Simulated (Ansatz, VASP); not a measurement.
**One calculation of Bi, two programs**

File INCAR:

```
SYSTEM = Bi
ALGO = Normal
EDIFF = 1E-6
EDIFFG = -0.005
ENCUT = 600
GGA = PE
IBRION = 2
ISIF = 3
ISMEAR = -1
LASPH = .True.
LCHARG = .False.
LREAL = .False.
LWAVE = .False.
NELM = 100
NSW = 60
PREC = Accurate
SIGMA = 0.05
```

The input KPOINTS:

```
k-points
0
Gamma
  11 11 11
  0 0 0
```

Contents of POSCAR:

```
Bi
1.0
    0.0000000000      3.4199518934      3.4199518934
    3.4199518934      0.0000000000      3.4199518934
    3.4199518934      3.4199518934      0.0000000000
Bi
2
Direct
   -0.1250000000     -0.1250000000     -0.1250000000
    0.1250000000      0.1250000000      0.1250000000
```

Input for Ansatz:

```yaml
crystal:
  lattice:
    - [0.0, 3.4199518934, 3.4199518934]
    - [3.4199518934, 0.0, 3.4199518934]
    - [3.4199518934, 3.4199518934, 0.0]
  atoms:
    - { symbol: Bi, position: [-0.125, -0.125, -0.125] }
    - { symbol: Bi, position: [0.125, 0.125, 0.125] }
kpoints:
  mp_grid: { grid: [11, 11, 11] }
scf:
  occupations: { method: fermi_dirac, width: 0.05 }
hamiltonian:
  xc: pbe
  pseudopotentials: { kind: paw }
output:
  forces: true
  stress: true
  write_density: true
  write_potential: true
  elf: true
  volumetric_format: npy
relax:
  f_tol: 0.005
  max_steps: 40
  cell: {}
```

Alike in both runs: task relaxation of cell and atoms; functional PBE; k mesh 11 × 11 × 11; occupations fermi-dirac, width 0.05 eV; no spin polarisation.

```csv
,VASP,Ansatz
version,VASP 6.6.1,Ansatz 0.2.0
potentials or method,"VASP PAW PBE potentials, release 64 (Bi_d)","PAW with Ansatz's default frozen-core files, scalar-relativistic"
plane-wave cutoff (eV),600,420
valence electrons in the cell,30,30
```

```tsv
	VASP	Ansatz	Ansatz less VASP
relaxed volume (Å³/atom)	48.34	48.40	+0.061
relaxed length of the cell vector where the two differ most in proportion (Å)	5.152	5.154	+0.0022
```

Neither program's run includes spin-orbit coupling. Noted on VASP's run: the volume moved by over 15 % at a fixed basis, so the end points are rough.
